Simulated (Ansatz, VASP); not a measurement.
# Two plane-wave programs on CdSe

Contents of POSCAR:

```
CdSe
1.0
    0.0000000000      3.0315811490      3.0315811490
    3.0315811490      0.0000000000      3.0315811490
    3.0315811490      3.0315811490      0.0000000000
Cd Se
1 1
Direct
    0.0000000000      0.0000000000      0.0000000000
    0.2500000000      0.2500000000      0.2500000000
```

Contents of INCAR.step1:

```
PREC = Accurate ; ENCUT = 520
EDIFF = 1E-5 ; ISMEAR = 0
SIGMA = 0.01 ; LREAL = F
LASPH = T ; NELM = 80
ALGO = Normal ; ISIF = 2
LWAVE = T ; LCHARG = F
NBANDS = 16 ; GGA = PE
```

The input INCAR.step2:

```
PREC = Accurate ; ENCUT = 520
EDIFF = 1E-6 ; ISMEAR = 0
SIGMA = 0.01 ; LREAL = F
LASPH = T ; NELM = 80
ALGO = Normal ; ISIF = 2
LWAVE = F ; LCHARG = F
GGA = PE ; LHFCALC = T
HFSCREEN = 0.2079 ; PRECFOCK = Normal
NBANDS = 16 ; ISTART = 1
```

Contents of KPOINTS:

```
regular mesh
0
Gamma
  6 6 6
```

Input for Ansatz:

```yaml
crystal:
  lattice:
    - [0.0, 3.031581149, 3.031581149]
    - [3.031581149, 0.0, 3.031581149]
    - [3.031581149, 3.031581149, 0.0]
  atoms:
    - { symbol: Cd, position: [0.0, 0.0, 0.0] }
    - { symbol: Se, position: [0.25, 0.25, 0.25] }
kpoints:
  mp_grid: { grid: [6, 6, 6] }
  band_path:
    path:
      - [0.0, 0.0, 0.0]
      - [-0.5, -0.5, 0.0]
      - [-0.375, -0.375, 0.25]
      - [-0.375, 0.0, 0.375]
      - [0.0, 0.0, 0.5]
      - [-0.5, -0.25, 0.25]
    npoints: 1
hamiltonian:
  xc: hse06
scf:
  occupations: { method: fixed }
  n_extra_bands: 4
output:
  forces: true
  stress: true
  eigenvalues: true
```

Change from the starting cell: hydrostatic strain -1.2%.

Alike in both runs: task single point; functional HSE06; k mesh 6 × 6 × 6; no spin polarisation.

|  | VASP | Ansatz |
| --- | --- | --- |
| version | VASP 6.6.1 | Ansatz 0.2.0 |
| potentials or method | VASP PAW PBE potentials, release 64 (Cd, Se) | plane waves, PAW |
| plane-wave cutoff (eV) | 520 | 420 |
| occupations | gaussian, width 0.01 eV | fixed |
| valence electrons in the cell | 18 | 36 |

|  | VASP | Ansatz | Ansatz less VASP |
| --- | --- | --- | --- |
| gap on the k mesh at the Fermi level (eV) | 1.57 | 1.57 | -0.004 |
| pressure (GPa) | 2.4 | 2.2 | -0.20 |

VASP's potentials hold 18 valence electrons a cell and Ansatz's 36, so a difference there can come from the potentials and not from the codes. Ansatz's warnings: stress exchange threshold loose, stress scf threshold loose.
